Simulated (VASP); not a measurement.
# C (P2_1) in VASP: a series of runs

Runs on C. Level: PBE. Tasks: single point.

Everything below comes from runs of VASP 6.6.1. Logs are shortened: lines on timing, memory, paths and dates and some standing lists are left out, and cuts for length are marked.

## (1) The cell of the first run

The typed cell holds 8 atoms: a = 2.518 Å, b = 2.518 Å, c = 8.305 Å, α = 90.00°, β = 90.00°, γ = 120.00°.

## (2) Single point, PBE (atoms displaced along several vibrational modes)

The input, INCAR:

```
SYSTEM = C
ALGO     = Normal         ! electronic algorithm
EDIFF    = 1E-7           ! SCF threshold, eV
ENCUT    = 520            ! plane-wave cutoff, eV
GGA      = PE             ! functional
ISIF     = 2              ! what is computed and relaxed
ISMEAR   = 0              ! smearing method
LASPH    = .TRUE.         ! aspherical terms in the spheres
LCHARG   = .FALSE.        ! write CHGCAR
LREAL    = .FALSE.        ! projectors in reciprocal space
LWAVE    = .FALSE.        ! write WAVECAR
NBANDS   = 26             ! bands
NELM     = 60             ! most SCF steps
PREC     = Accurate       ! precision mode
SIGMA    = 0.05           ! smearing width, eV
```

The input, KPOINTS:

```
k-points
0
G
  12 12 4
  0 0 0
```

The input, POSCAR:

```
C
1.0
    2.5180642186      0.0000000000      0.0000000000
   -1.2590321093      2.1807075817      0.0000000000
    0.0000000000      0.0000000000      8.3046919353
C
8
Direct
   -0.0542371518     -0.0531937436      0.0929732494
    0.0542371518      0.0531937436      0.5929732494
    0.0542371518      0.0531937436      0.4070267506
   -0.0542371518     -0.0531937436      0.9070267506
    0.2889201674      0.6231079162      0.1555299995
    0.7110798326      0.3768920838      0.6555299995
    0.3777464993      0.7102254172      0.3444700005
    0.6222535007      0.2897745828      0.8444700005
```

Potentials or basis: VASP PAW PBE potentials, release 64 (C).

Started as:

```sh
> cat potpaw_PBE.64/C/POTCAR > POTCAR
> mpirun -np 1 vasp_std > vasp.out
```

OUTCAR:

```text
SYSTEM = C
   EDIFF = 1E-7
   ENCUT = 520
   GGA = PE
   ISIF = 2
   ISMEAR = 0
   LASPH = .TRUE.
   LREAL = .FALSE.
   NELM = 60
   PREC = Accurate

 ion  position               nearest neighbor table
   1  0.946  0.947  0.093-   5 1.52   4 1.54   5 1.54   5 1.56
   2  0.054  0.053  0.593-   6 1.52   3 1.54   6 1.54   6 1.56
   3  0.054  0.053  0.407-   7 1.52   7 1.54   2 1.54   7 1.56
   4  0.946  0.947  0.907-   8 1.52   8 1.54   1 1.54   8 1.56
   5  0.289  0.623  0.156-   1 1.52   1 1.54   1 1.56   7 1.58
   6  0.711  0.377  0.656-   2 1.52   2 1.54   2 1.56   8 1.58
   7  0.378  0.710  0.344-   3 1.52   3 1.54   3 1.56   5 1.58
   8  0.622  0.290  0.844-   4 1.52   4 1.54   4 1.56   6 1.58

  LATTYP: Found a hexagonal cell.
 ALAT       =     2.5180642186
 C/A-ratio  =     3.2980461237

  Lattice vectors:

 A1 = (   2.5180642186,   0.0000000000,   0.0000000000)
 A2 = (  -1.2590321093,   2.1807075817,   0.0000000000)
 A3 = (   0.0000000000,   0.0000000000,   8.3046919353)

Analysis of symmetry for initial positions (statically):
=====================================================================
 Subroutine PRICEL returns:
 Original cell was already a primitive cell.

 Routine SETGRP: Setting up the symmetry group for a
 hexagonal supercell.

 Subroutine GETGRP returns: Found  2 space group operations
 (whereof  1 operations were pure point group operations)
 out of a pool of 24 trial point group operations.

The static configuration has the point symmetry C_1 .
 The point group associated with its full space group is C_2 .

Analysis of symmetry for dynamics (positions and initial velocities):
=====================================================================
 Subroutine PRICEL returns:
 Original cell was already a primitive cell.

 Routine SETGRP: Setting up the symmetry group for a
 hexagonal supercell.

 Subroutine GETGRP returns: Found  2 space group operations
 (whereof  1 operations were pure point group operations)
 out of a pool of 24 trial point group operations.

The dynamic configuration has the point symmetry C_1 .
 The point group associated with its full space group is C_2 .

 Subroutine INISYM returns: Found  2 space group operations
 (whereof  1 operations are pure point group operations),
 and found     1 'primitive' translations

----------------------------------------------------------------------------------------

                                     Primitive cell

  volume of cell :      45.6024

  direct lattice vectors                    reciprocal lattice vectors
     2.518064219  0.000000000  0.000000000     0.397130459  0.229283378  0.000000000
    -1.259032109  2.180707582  0.000000000     0.000000000  0.458566755  0.000000000
     0.000000000  0.000000000  8.304691935     0.000000000  0.000000000  0.120413859

  length of vectors
     2.518064219  2.518064219  8.304691935     0.458566755  0.458566755  0.120413859

  position of ions in fractional coordinates (direct lattice)
     0.945762848  0.946806256  0.092973249
     0.054237152  0.053193744  0.592973249
     0.054237152  0.053193744  0.407026751
     0.945762848  0.946806256  0.907026751
     0.288920167  0.623107916  0.155529999
     0.711079833  0.376892084  0.655529999
     0.377746499  0.710225417  0.344470001
     0.622253501  0.289774583  0.844470001

  ion indices of the primitive-cell ions
   primitive index   ion index
                 1           1
                 2           2
                 3           3
                 4           4
                 5           5
                 6           6
                 7           7
                 8           8

----------------------------------------------------------------------------------------

 KPOINTS: k-points

Automatic generation of k-mesh.
 Grid dimensions read from file:
 generate k-points for:   12   12    4

 Generating k-lattice:

  Cartesian coordinates                     Fractional coordinates (reciprocal lattice)
     0.033094205  0.019106948  0.000000000     0.083333333  0.000000000  0.000000000
     0.000000000  0.038213896  0.000000000     0.000000000  0.083333333  0.000000000
     0.000000000  0.000000000  0.030103465     0.000000000  0.000000000  0.250000000

  Length of vectors
     0.038213896  0.038213896  0.030103465

  Shift w.r.t. Gamma in fractional coordinates (k-lattice)
     0.000000000  0.000000000  0.000000000

 Subroutine IBZKPT returns following result:
 ===========================================

 Found    222 irreducible k-points:

 Following reciprocal coordinates:
            Coordinates               Weight
  0.000000  0.000000  0.000000      1.000000
  0.083333 -0.000000  0.000000      2.000000
  0.000000  0.083333  0.000000      2.000000
 -0.083333  0.083333  0.000000      2.000000
  0.166667 -0.000000  0.000000      2.000000
  0.000000  0.166667  0.000000      2.000000
[... 16 lines left out ...]
  0.166667  0.083333  0.000000      2.000000
 -0.083333  0.250000  0.000000      2.000000
 [... further k-points ...]
   k-points           NKPTS =    222   k-points in BZ     NKDIM =    222   number of bands    NBANDS=     26
   number of dos      NEDOS =    301   number of ions     NIONS =      8
   total plane-waves  NPLWV =  25600
   dimension x,y,z NGX =    20 NGY =   20 NGZ =   64
   dimension x,y,z NGXF=    40 NGYF=   40 NGZF=  128
   ions per type =               8
   NGX,Y,Z   is equivalent  to a cutoff of  13.20, 13.20, 12.81 a.u.
   NGXF,Y,Z  is equivalent  to a cutoff of  26.41, 26.41, 25.62 a.u.
 SYSTEM =  C
   PREC   = accura    normal or accurate (medium, high low for compatibility)
   ISTART =      0    job   : 0-new  1-cont  2-samecut
   ICHARG =      2    charge: 1-file 2-atom 10-const
   ISPIN  =      1    spin polarized calculation?
   LNONCOLLINEAR =      F non collinear calculations
   LSORBIT =      F    spin-orbit coupling
   LASPH  =      T    aspherical Exc in radial PAW
   ENCUT  =  520.0 eV  38.22 Ry    6.18 a.u.   4.68  4.68 15.44*2*pi/ulx,y,z
   NELM   =     60;   NELMIN=  2; NELMDL= -5     # of ELM steps
   EDIFF  = 0.1E-06   stopping-criterion for ELM
   LREAL  =      F    real-space projection
   EDIFFG = 0.1E-05   stopping-criterion for IOM
   NSW    =      0    number of steps for IOM
   IBRION =     -1    ionic relax: 0-MD 1-quasi-New 2-CG
   NFREE  =      0    steps in history (QN), initial steepest desc. (CG)
   ISIF   =      2    stress and relaxation
   ISYM   =      2    0-nonsym 1-usesym 2-fastsym
   POTIM  = 0.5000    time-step for ionic-motion
   TEBEG  =    0.0;   TEEND  =   0.0 temperature during run
   PSTRESS=    0.0 pullay stress
   NELECT =      32.0000    total number of electrons
   NUPDOWN=      -1.0000    fix difference up-down
   EMIN   =  10.00;   EMAX   =-10.00  energy-range for DOS
   EFERMI =   0.00;   METHOD = LEGACY
   ISMEAR =     0;   SIGMA  =   0.05  broadening in eV -4-tet -1-fermi 0-gaus
   EFERMI_NEDOS =   21; number of points for ismear=-14 and -15
   IALGO  =     38    algorithm
   IMIX   =      4    mixing-type and parameters
     AMIX     =   0.40;   BMIX     =  1.00
     AMIX_MAG =   1.60;   BMIX_MAG =  1.00
  volume/ion in A,a.u.               =       5.70        38.47
  Fermi-wavevector in a.u.,A,eV,Ry     =   1.454774  2.749124 28.794932  2.116368
  Thomas-Fermi vector in A             =   2.571886
   LORBIT       =      0    0 simple, 1 ext, 2 COOP (PROOUT), +10 PAW based schemes
   GGA     = PE    functional components
   LHFCALC =     F    Hartree Fock is set to
   AEXX    =    0.0000 exact exchange contribution
   IVDW    =     0    specifies the selected vdW correction
   LEPSILON=     F    determine dielectric tensor
   LRPA    =     F    only Hartree local field effects (RPA)
 non-spin polarized calculation
 Gauss-broadening in eV      SIGMA  =   0.05
  energy-cutoff  :      520.00
  volume of cell :       45.60
 maximum number of plane-waves:      1243
   NGX =  9   NGY =  9   NGZ = 31

 number of electron      31.9999995 magnetization

 Free energy of the ion-electron system (eV)
  ---------------------------------------------------
  ext. energy  EPLUGINS =         0.00000000
  ---------------------------------------------------
  free energy    TOTEN  =       -72.25971117 eV

  energy without entropy =      -72.25971117  energy(sigma->0) =      -72.25971117

 E-fermi :   9.9739     XC(G=0): -13.2327

 val. band max:        9.7620551713   @ k =   0.0000   0.0000   0.0000
 cond. band min:      14.2936475023   @ k =   0.4167  -0.0000   0.0000
 fundamental gap:      4.5315923310
 Fermi energy:         9.9738958877

 k-point     1 :       0.0000    0.0000    0.0000
  band No.  band energies     occupation
      1     -11.7639      2.00000
      2     -10.1345      2.00000
      3     -10.0139      2.00000
      4      -6.1312      2.00000
      5      -3.6320      2.00000
      6       2.9521      2.00000
[... 18 lines left out ...]
     25      17.9503      0.00000
     26      18.3864      0.00000

 k-point     2 :       0.0833   -0.0000    0.0000
  band No.  band energies     occupation
      1     -11.5926      2.00000
      2      -9.9659      2.00000
      3      -9.8459      2.00000
      4      -5.9785      2.00000
      5      -3.4733      2.00000
      6       3.0365      2.00000
[... 18 lines left out ...]
     25      18.4262      0.00000
     26      18.8719      0.00000

 k-point     3 :       0.0000    0.0833    0.0000
  band No.  band energies     occupation
      1     -11.5926      2.00000
      2      -9.9659      2.00000
      3      -9.8459      2.00000
      4      -5.9785      2.00000
      5      -3.4734      2.00000
      6       3.0365      2.00000
[... 18 lines left out ...]
     25      18.4279      0.00000
     26      18.8817      0.00000

 k-point     4 :      -0.0833    0.0833    0.0000
  band No.  band energies     occupation
      1     -11.5926      2.00000
      2      -9.9659      2.00000
      3      -9.8459      2.00000
      4      -5.9784      2.00000
      5      -3.4737      2.00000
      6       3.0366      2.00000
[... 18 lines left out ...]
     25      18.4634      0.00000
     26      18.9197      0.00000

 k-point     5 :       0.1667   -0.0000    0.0000
  band No.  band energies     occupation
      1     -11.0806      2.00000
      2      -9.4623      2.00000
      3      -9.3441      2.00000
      4      -5.5223      2.00000
      5      -3.0094      2.00000
      6       3.2061      2.00000
[... 18 lines left out ...]
     25      19.2508      0.00000
     26      20.1271      0.00000

 k-point     6 :       0.0000    0.1667    0.0000
  band No.  band energies     occupation
      1     -11.0806      2.00000
      2      -9.4623      2.00000
      3      -9.3441      2.00000
      4      -5.5223      2.00000
      5      -3.0094      2.00000
      6       3.2062      2.00000
[... 427 lines left out ...]
 k-point    21 :      -0.0833    0.1667    0.0000
  band No.  band energies     occupation
      1     -11.2510      2.00000
      2      -9.6297      2.00000
      3      -9.5111      2.00000
      4      -5.6738      2.00000
      5      -3.1624      2.00000
      6       3.1732      2.00000
[... 18 lines left out ...]
     25      19.1075      0.00000
     26      19.2111      0.00000

 k-point    22 :      -0.1667    0.0833    0.0000
  band No.  band energies     occupation
      1     -11.2510      2.00000
      2      -9.6297      2.00000
      3      -9.5111      2.00000
      4      -5.6738      2.00000
      5      -3.1623      2.00000
      6       3.1732      2.00000
[... 18 lines left out ...]
     25      19.1061      0.00000
     26      19.2185      0.00000

 k-point    23 :       0.1667    0.0833    0.0000
  band No.  band energies     occupation
      1     -10.5717      2.00000
      2      -8.9623      2.00000
      3      -8.8462      2.00000
      4      -5.0701      2.00000
      5      -2.5690      2.00000
      6       2.7427      2.00000
[... 18 lines left out ...]
     25      19.8091      0.00000
     26      20.6825      0.00000

 k-point    24 :      -0.0833    0.2500    0.0000
  band No.  band energies     occupation
      1     -10.5718      2.00000
      2      -8.9621      2.00000
      3      -8.8466      2.00000
      4      -5.0695      2.00000
      5      -2.5711      2.00000
      6       2.7496      2.00000
[... 18 lines left out ...]
     25      19.6484      0.00000
     26      20.4949      0.00000

 [... further k-points ...]
[... 5 lines left out ...]
  --------------------------------------------------------------------------------------
  -------------------------------------------------------------------------------------
  Total        0.2765441     -0.0314887      0.4438279     -0.2895739      0.0000000      0.0000000
  in kB        9.7159937     -1.1063135     15.5932782    -10.1737773      0.0000000      0.0000000
  external PRESSURE =       8.0676528 kB  Pullay stress =       0.0000000 kB

 VOLUME and BASIS-vectors are now :
 -----------------------------------------------------------------------------
  energy-cutoff  :      520.00
  volume of cell :       45.60
      direct lattice vectors                 reciprocal lattice vectors
     2.518064219  0.000000000  0.000000000     0.397130459  0.229283378  0.000000000
    -1.259032109  2.180707582  0.000000000     0.000000000  0.458566755  0.000000000
     0.000000000  0.000000000  8.304691935     0.000000000  0.000000000  0.120413859

 POSITION                                       TOTAL-FORCE (eV/Angst)
 -----------------------------------------------------------------------------------
      1.18943      2.06471      0.77211         0.520047      0.762523      0.001440
      0.06960      0.11600      4.92446        -0.520047     -0.762523      0.001440
      0.06960      0.11600      3.38023        -0.425234     -0.813035     -0.001690
      1.18943      2.06471      7.53258         0.425234      0.813035     -0.001690
     -0.05699      1.35882      1.29163         0.311490      0.660685      0.031492
      1.31603      0.82189      5.44397        -0.311490     -0.660685      0.031492
      0.05699      1.54879      2.86072        -0.440153     -0.592057     -0.031243
      1.20204      0.63191      7.01306         0.440153      0.592057     -0.031243
 -----------------------------------------------------------------------------------
    total drift:                                0.000000     -0.000000      0.000003

  FREE ENERGIE OF THE ION-ELECTRON SYSTEM (eV)
  ---------------------------------------------------
  free  energy   TOTEN  =       -72.2597111671 eV

  energy  without entropy=      -72.2597111671  energy(sigma->0) =      -72.25971117
```

Wall time 95 s (1 thread of AMD EPYC 9R45 (Zen 5), shared host); peak memory 0.26 GiB.

What came out:

```yaml
Free_energy: -72.2597 eV
Pressure: 0.8 GPa
Largest_force: 0.923 eV/Å
Band_gap_on_the_k_mesh: 4.53 eV (least direct gap 5.33 eV)
```

Forces in eV/Å, atoms in the order of the input:
```
C    0.520  0.763  0.001
C   -0.520 -0.763  0.001
C   -0.425 -0.813 -0.002
C    0.425  0.813 -0.002
C    0.311  0.661  0.031
C   -0.311 -0.661  0.031
C   -0.440 -0.592 -0.031
C    0.440  0.592 -0.031
```

Stress tensor (GPa, compression positive):
```
 0.97 -1.02  0.00
-1.02 -0.11  0.00
 0.00  0.00  1.56
```

Caveat: the cell differs from its parent crystal (atoms displaced along several vibrational modes). A k mesh can miss the band edges.

## (3) Single point, PBE (atoms displaced along several vibrational modes)

The input, INCAR:

```
  PREC = Accurate
  ENCUT = 520
  EDIFF = 1E-7
  ISMEAR = 0
  SIGMA = 0.05
  LREAL = F
  LASPH = T
  NELM = 100
  ALGO = Normal
  ISIF = 2
  LWAVE = F
  LCHARG = F
  GGA = PE
  NBANDS = 26
```

The input, KPOINTS:

```
Automatic mesh
0
Gamma
  12 12 4
```

The input, POSCAR:

```
C
1.0
    2.5180642186      0.0000000000      0.0000000000
   -1.2590321093      2.1807075817      0.0000000000
    0.0000000000      0.0000000000      8.3046919353
C
8
Direct
   -0.0251715497     -0.0319162462      0.0929732494
    0.0251715497      0.0319162462      0.5929732494
    0.0251715497      0.0319162462      0.4070267506
   -0.0251715497     -0.0319162462      0.9070267506
    0.3127211113      0.6405314164      0.1555299995
    0.6872788887      0.3594685836      0.6555299995
    0.3539455554      0.6928019170      0.3444700005
    0.6460544446      0.3071980830      0.8444700005
```

Potentials or basis: VASP PAW PBE potentials, release 64 (C).

Started as:

```sh
> cat potpaw_PBE.64/C/POTCAR > POTCAR
> mpirun -np 1 vasp_std > vasp.out
```

Wall time 94 s (1 thread of AMD EPYC 9R45 (Zen 5), shared host); peak memory 0.25 GiB.

Results (log left out):

* Free energy: -72.5494 eV
* Pressure: 0.7 GPa
* Largest force: 0.506 eV/Å
* Band gap on the k mesh: 4.53 eV (least direct gap 5.31 eV)

Forces in eV/Å, atoms in the order of the input:
```
C    0.167  0.458  0.000
C   -0.167 -0.458  0.000
C   -0.147 -0.484  0.001
C    0.147  0.484  0.001
C    0.113  0.395  0.015
C   -0.113 -0.395  0.015
C   -0.139 -0.360 -0.015
C    0.139  0.360 -0.015
```

Stress tensor (GPa, compression positive):
```
 0.87 -0.21  0.00
-0.21  0.32  0.00
 0.00  0.00  0.85
```

Levels at points of the mesh, in eV from the valence-band top:
| k point | band 12 | band 13 | band 14 | band 15 | band 16 | band 17 | band 18 | band 19 | band 20 | band 21 |
| --- | --- | --- | --- | --- | --- | --- | --- | --- | --- | --- |
| (0.00, 0.00, 0.00) | -1.62 | -1.59 | -0.16 | -0.03 | 0.00 | 5.31 | 5.31 | 5.45 | 7.10 | 7.12 |
| (0.50, 0.00, 0.00) | -5.03 | -4.87 | -4.60 | -3.60 | -2.96 | 4.63 | 5.45 | 6.00 | 6.10 | 6.52 |
| (0.00, 0.50, 0.00) | -5.02 | -4.87 | -4.57 | -3.61 | -2.95 | 4.60 | 5.39 | 5.99 | 6.16 | 6.47 |
| (0.50, 0.50, 0.00) | -5.04 | -4.86 | -4.64 | -3.59 | -2.98 | 4.66 | 5.57 | 5.97 | 6.05 | 6.58 |
| (0.00, 0.00, 0.50) | -2.56 | -0.65 | -0.65 | -0.63 | -0.63 | 6.06 | 6.06 | 6.06 | 6.06 | 6.70 |
| (0.50, 0.00, 0.50) | -5.95 | -4.67 | -4.67 | -3.64 | -3.64 | 4.96 | 4.96 | 6.84 | 6.84 | 7.58 |
| (0.00, 0.50, 0.50) | -5.96 | -4.65 | -4.65 | -3.64 | -3.64 | 4.94 | 4.94 | 6.77 | 6.77 | 7.64 |
| (0.50, 0.50, 0.50) | -5.93 | -4.70 | -4.70 | -3.63 | -3.63 | 4.99 | 4.99 | 6.98 | 6.98 | 7.49 |

Caveat: the cell differs from its parent crystal (atoms displaced along several vibrational modes). A k mesh can miss the band edges.
